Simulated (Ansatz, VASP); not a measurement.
**Two plane-wave programs on CuO**

INCAR

```
  PREC = Accurate
  ENCUT = 520
  EDIFF = 1E-6
  ISMEAR = 0
  SIGMA = 0.2
  LREAL = F
  LASPH = T
  NELM = 80
  ALGO = Normal
  ISIF = 2
  LWAVE = F
  LCHARG = T
  GGA = PS
  LELF = T
  LVHAR = T
  NBANDS = 25
```

File KPOINTS:

```
regular mesh
0
Gamma
  16 16 8
```

The input POSCAR:

```
CuO
1.0
    2.3446500000     -1.7134000000      0.0000000000
    2.3446500000      1.7134000000      0.0000000000
   -0.8605500000      0.0000000000      5.0594400000
Cu O
2 2
Direct
    0.0032000000      0.4968000000      0.0000000000
    0.4968000000      0.0032000000      0.5000000000
    0.5714000000      0.4056000000      0.2537000000
    0.4056000000      0.5714000000      0.7537000000
```

Input for Ansatz:

```yaml
crystal:
  lattice:
    - [2.34465, -1.7134, 0.0]
    - [2.34465, 1.7134, 0.0]
    - [-0.86055, 0.0, 5.05944]
  atoms:
    - { symbol: Cu, position: [0.0032, 0.4968, 0.0] }
    - { symbol: Cu, position: [0.4968, 0.0032, 0.5] }
    - { symbol: O, position: [0.5714, 0.4056, 0.2537] }
    - { symbol: O, position: [0.4056, 0.5714, 0.7537] }
basis:
  ecutwfc: 420
kpoints:
  mp_grid: { grid: [16, 16, 8] }
hamiltonian:
  xc: pbesol
scf:
  occupations: { method: gaussian, width: 0.2 }
output:
  forces: true
  stress: true
  eigenvalues: true
```

Alike in both runs: task single point; functional PBEsol; k mesh 16 × 16 × 8; occupations gaussian, width 0.2 eV; no spin polarisation.

```csv
,VASP,Ansatz
version,VASP 6.6.1,Ansatz 0.2.0
potentials or method,"VASP PAW PBE potentials, release 64 (Cu, O), cutoff 520 eV","scalar-relativistic, plane waves, PAW"
valence electrons in the cell,34,50
```

VASP gave:

| Quantity | Value |
| --- | --- |
| gap on the k mesh at the Fermi level (eV) | none |
| pressure (GPa) | -2.0 |
| traceless stress, the component that is largest in VASP (GPa) | 1.87 |
| rms of the force components (eV/Å) | 0.433 |

Task: Which values does Ansatz return?

Result: gap on the k mesh at the Fermi level (eV): none; pressure (GPa): -2.7; traceless stress, the component that is largest in VASP (GPa): 2.24; rms of the force components (eV/Å): 0.426.

VASP's potentials were made for PBE, not for PBEsol. Atom by atom the forces differ by 0.022 eV/Å (rms over components). A gap of «none» marks a metal or a gap that the smearing closes. VASP's potentials hold 34 valence electrons a cell and Ansatz's 50, so a difference there can come from the potentials and not from the codes.
